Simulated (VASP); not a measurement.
Wanted: the native input for a VASP 6.6.1 run.

- Task: single point
- Functional: PBE
- Potentials or basis: VASP PAW PBE potentials, release 64 (Cs_sv, Ru_pv)
- Cutoff: 520 eV
- k mesh: 14 × 14 × 14
- Occupations: gaussian, width 0.1 eV
- Spin: no spin polarisation
- Dipole correction: no
- Further INCAR settings: ALGO = Fast; EDIFF = 1e-07; NBANDS = 18

The structure of CsRu lies in POSCAR:

```
CsRu
1.0
    3.6471627827      0.0000000000      0.0000000000
    0.0000000000      3.6471627827      0.0000000000
    0.0000000000      0.0000000000      3.6471627827
Cs Ru
1 1
Direct
    0.0000000000      0.0000000000      0.0000000000
    0.5000000000      0.5000000000      0.5000000000
```

The input as run:

INCAR

```
PREC = Accurate
ENCUT = 520
EDIFF = 1E-7
ISMEAR = 0
SIGMA = 0.1
LREAL = False
LASPH = True
NELM = 100
ALGO = Fast
ISIF = 2
LWAVE = False
LCHARG = True
GGA = PE
LELF = True
LVHAR = True
NBANDS = 18
```

KPOINTS

```
Automatic mesh
0
Gamma
  14 14 14
```

Potentials or basis: VASP PAW PBE potentials, release 64 (Cs_sv, Ru_pv).

Command:

```sh
$ cat potpaw_PBE.64/Cs_sv/POTCAR potpaw_PBE.64/Ru_pv/POTCAR > POTCAR
$ mpirun -np 1 vasp_std > vasp.out
```

Results of the run:

```yaml
Pressure: 0.9 GPa
```

Wall time 71 s on 1 thread of Intel(R) Xeon(R) Platinum 8488C (Sapphire Rapids), with other jobs on the host, peak memory 0.23 GiB.
